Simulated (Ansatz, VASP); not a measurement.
CdTe: VASP beside Ansatz

POSCAR

```
CdTe
1.0
    0.0000000000      3.2050000000      3.0607750000
    3.2050000000      0.0000000000      3.0607750000
    3.2050000000      3.2050000000      0.0000000000
Cd Te
1 1
Direct
    0.0000000000      0.0000000000      0.0000000000
    0.7500000000      0.7500000000      0.7500000000
```

Contents of INCAR.step1:

```
ALGO     = Normal         # electronic algorithm
EDIFF    = 1E-4           # SCF threshold, eV
ENCUT    = 520            # plane-wave cutoff, eV
GGA      = PE             # functional
ISMEAR   = 0              # smearing method
LASPH    = T              # aspherical terms in the spheres
LCHARG   = F              # write CHGCAR
LREAL    = F              # projectors in reciprocal space
LWAVE    = T              # write WAVECAR
NBANDS   = 16             # bands
NELM     = 60             # most SCF steps
PREC     = Accurate       # precision mode
SIGMA    = 0.05           # smearing width, eV
```

File INCAR.step2:

```
ALGO     = Normal         # electronic algorithm
EDIFF    = 1E-7           # SCF threshold, eV
ENCUT    = 520            # plane-wave cutoff, eV
ISIF     = 2              # what is computed and relaxed
ISMEAR   = 0              # smearing method
ISTART   = 1            
LASPH    = T              # aspherical terms in the spheres
LCHARG   = T              # write CHGCAR
LELF     = T              # ELF
LMIXTAU  = T            
LREAL    = F              # projectors in reciprocal space
LVHAR    = T            
LWAVE    = F              # write WAVECAR
METAGGA  = R2SCAN         # meta-GGA
NBANDS   = 16             # bands
NELM     = 60             # most SCF steps
PREC     = Accurate       # precision mode
SIGMA    = 0.05           # smearing width, eV
```

KPOINTS

```
k-points
0
Gamma
  8 8 8
```

Input for Ansatz:

```yaml
crystal:
  lattice:
    - [0.0, 3.205, 3.060775]
    - [3.205, 0.0, 3.060775]
    - [3.205, 3.205, 0.0]
  atoms:
    - { symbol: Cd, position: [0.0, 0.0, 0.0] }
    - { symbol: Te, position: [0.75, 0.75, 0.75] }
basis:
  ecutwfc: 500
kpoints:
  mp_grid: { grid: [8, 8, 8] }
hamiltonian:
  xc: r2scan
scf:
  occupations: { method: gaussian, width: 0.05 }
output:
  forces: true
  stress: true
  eigenvalues: true
```

Change from the starting cell: strain -0.0450 x Voigt [0, 0, 1, 0, 0, 0], atoms carried along.

Alike in both runs: task single point; functional r2SCAN; k mesh 8 × 8 × 8; occupations gaussian, width 0.05 eV; no spin polarisation.

|  | VASP | Ansatz |
| --- | --- | --- |
| version | VASP 6.6.1 | Ansatz 0.2.0 |
| potentials or method | VASP PAW PBE potentials, release 64 (Cd, Te), cutoff 520 eV | scalar-relativistic, plane waves, PAW |
| valence electrons in the cell | 18 | 36 |

Ansatz gave:

```
gap on the k mesh at the Fermi level (eV)                     : 1.43
least direct gap on the mesh (eV)                             : 1.43
pressure (GPa)                                                : 6.0
traceless stress, the component that is largest in VASP (GPa) : 0.30
```

Question: Which values does VASP return?

Answer: gap on the k mesh at the Fermi level (eV): 1.43; least direct gap on the mesh (eV): 1.43; pressure (GPa): 6.1; traceless stress, the component that is largest in VASP (GPa): 0.30.

VASP's potentials were made for PBE, not for r2SCAN. VASP's potentials hold 18 valence electrons a cell and Ansatz's 36, so a difference there can come from the potentials and not from the codes.

Neither program's run includes spin-orbit coupling.
